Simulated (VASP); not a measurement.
The system is TiNi.

```
Ti Ni
1.0
     2.98807    0.00000    0.00000
     0.00000    2.98807    0.00000
     0.00000    0.00000    2.98807
Ti Ni
1 1
Direct
  0.50000 0.50000 0.50000
  0.00000 0.00000 0.00000
```

```yaml
Program: VASP 6.6.1
Task: relaxation of cell and atoms
Functional: PBEsol
Potentials_or_basis: VASP PAW PBE potentials, release 64 (Ti_sv, Ni)
Cutoff: 600 eV
k_mesh: 9 × 9 × 9
Occupations: methfessel-paxton, width 0.1 eV
Spin: collinear spin, ferromagnetic start
Starting_moments: "[0.0, 1.0] μB"
```

At the start: pressure -3.3 GPa; volume 13.34 Å³/atom.

Where does the relaxation end?

Over 3 steps the energy falls by 2.8 meV/atom and the volume is 13.08 Å³/atom (-2.0 %); space group Pm-3m (No. 221, to 0.05 Å); moment 0.00 μB per cell.

Step by step:
| step | energy change (eV) | largest force (eV/Å) | pressure (GPa) | volume (Å³) |
| --- | --- | --- | --- | --- |
| 1 | 0.0000 | 0.0000 | -3.33 | 26.68 |
| 2 | 0.0004 | 0.0000 | 3.70 | 25.62 |
| 3 | -0.0056 | 0.0000 | 0.00 | 26.15 |

Final structure:
```cif
data_structure
_symmetry_space_group_name_H-M 'P 1'
_symmetry_Int_Tables_number 1
_cell_length_a 2.9683
_cell_length_b 2.9683
_cell_length_c 2.9683
_cell_angle_alpha 90.000
_cell_angle_beta 90.000
_cell_angle_gamma 90.000
_cell_volume 26.15
loop_
_atom_site_label
_atom_site_type_symbol
_atom_site_fract_x
_atom_site_fract_y
_atom_site_fract_z
_atom_site_occupancy
Ti1 Ti 0.50000 0.50000 0.50000 1
Ni1 Ni 0.00000 0.00000 0.00000 1
```

Caveat: the PAW data sets were made with another functional, which shifts forces and pressure a little.
